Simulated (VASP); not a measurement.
Crystal: NbP.

```
Nb P
1.0
    -1.67492    1.67492    5.74011
     1.67492   -1.67492    5.74011
     1.67492    1.67492   -5.74011
Nb P
2 2
Direct
  0.74988 0.74988 0.00000
  0.49988 0.99988 0.50000
  0.33275 0.33275 0.00000
  0.08275 0.58275 0.50000
```

```yaml
Program: VASP 6.6.1
Task: relaxation of cell and atoms
Functional: PBEsol
Potentials_or_basis: VASP PAW PBE potentials, release 64 (Nb_sv, P)
Cutoff: 600 eV
k_mesh: 8 × 8 × 8
Occupations: fermi-dirac, width 0.03 eV
Spin: no spin polarisation
```

At the start: pressure -6.5 GPa; volume 16.10 Å³/atom.

Q: How do energy, volume and symmetry change on relaxing?

A: Over 7 steps the energy falls by 11.5 meV/atom and the volume is 15.55 Å³/atom (-3.4 %); space group I4_1md (No. 109, to 0.1 Å) before and after.

The path:
```
step  energy change (eV)  largest force (eV/Å)  pressure (GPa)  volume (Å³)
   1              0.0000                0.0200           -6.51        64.41
   2              0.1159                0.0251           14.50        58.51
   3             -0.0451                0.0228           -0.15        62.30
   4             -0.0451                0.0229            0.00        62.26
   5             -0.0459                0.0285           -0.01        62.22
   6             -0.0461                0.0325            0.00        62.20
   7             -0.0462                0.0079            0.00        62.20
```

Final structure:
```
Nb P
1.0
    -1.65936    1.65936    5.64696
     1.65936   -1.65936    5.64696
     1.65936    1.65936   -5.64696
Nb P
2 2
Cartesian
  0.0000 0.0000 8.4728
  0.0000 1.6594 0.0024
  0.0000 0.0000 3.7543
  1.6594 0.0000 0.9308
```

Caveat: the PAW data sets were made with another functional, which shifts forces and pressure a little.
